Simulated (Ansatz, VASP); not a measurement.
# AgCl: VASP beside Ansatz

Contents of INCAR:

```
SYSTEM = AgCl
PREC = Accurate
ENCUT = 520
EDIFF = 1E-6
ISMEAR = 0
SIGMA = 0.05
LREAL = .False.
LASPH = .True.
NELM = 100
ALGO = Normal
ISIF = 2
LWAVE = .False.
LCHARG = .False.
GGA = PE
NBANDS = 16
```

KPOINTS

```
Automatic mesh
0
Gamma
  10 10 10
  0 0 0
```

File POSCAR:

```
AgCl
1.0
    3.5451993855      0.0096151244      0.0343397300
    0.0096151244      3.5268619696      0.0002060384
    0.0343397300      0.0002060384      3.5647386918
Ag Cl
1 1
Direct
   -0.0191003249     -0.0219745467      0.0006086245
    0.5191003249      0.5219745467      0.4993913755
```

Input for Ansatz:

```yaml
crystal:
  lattice:
    - [3.5451993855, 0.0096151244, 0.03433973]
    - [0.0096151244, 3.5268619696, 0.0002060384]
    - [0.03433973, 0.0002060384, 3.5647386918]
  atoms:
    - { symbol: Ag, position: [-0.0191003249, -0.0219745467, 0.0006086245] }
    - { symbol: Cl, position: [0.5191003249, 0.5219745467, 0.4993913755] }
basis:
  ecutwfc: 420
kpoints:
  mp_grid: { grid: [10, 10, 10] }
hamiltonian:
  xc: pbe
scf:
  occupations: { method: gaussian, width: 0.05 }
output:
  forces: true
  stress: true
  eigenvalues: true
```

Change from the starting cell: all atoms moved at random, cell strained at random.

Alike in both runs: task single point; functional PBE; k mesh 10 × 10 × 10; occupations gaussian, width 0.05 eV; no spin polarisation.

|  | VASP | Ansatz |
| --- | --- | --- |
| version | VASP 6.6.1 | Ansatz 0.2.0 |
| potentials or method | VASP PAW PBE potentials, release 64 (Ag, Cl), cutoff 520 eV | scalar-relativistic, plane waves, PAW |
| valence electrons in the cell | 18 | 26 |

```csv
,VASP,Ansatz,Ansatz less VASP
gap on the k mesh at the Fermi level (eV),0.58,0.58,+0.002
least direct gap on the mesh (eV),1.67,1.67,+0.001
pressure (GPa),-3.3,-3.2,+0.10
"traceless stress, the component that is largest in VASP (GPa)",0.25,0.25,-0.003
rms of the force components (eV/Å),0.037,0.037,-0.0004
```

Atom by atom the forces differ by 0.000 eV/Å (rms over components). The functional is the same, so the differences come from potentials, cutoffs and numerics. VASP's potentials hold 18 valence electrons a cell and Ansatz's 26, so a difference there can come from the potentials and not from the codes.
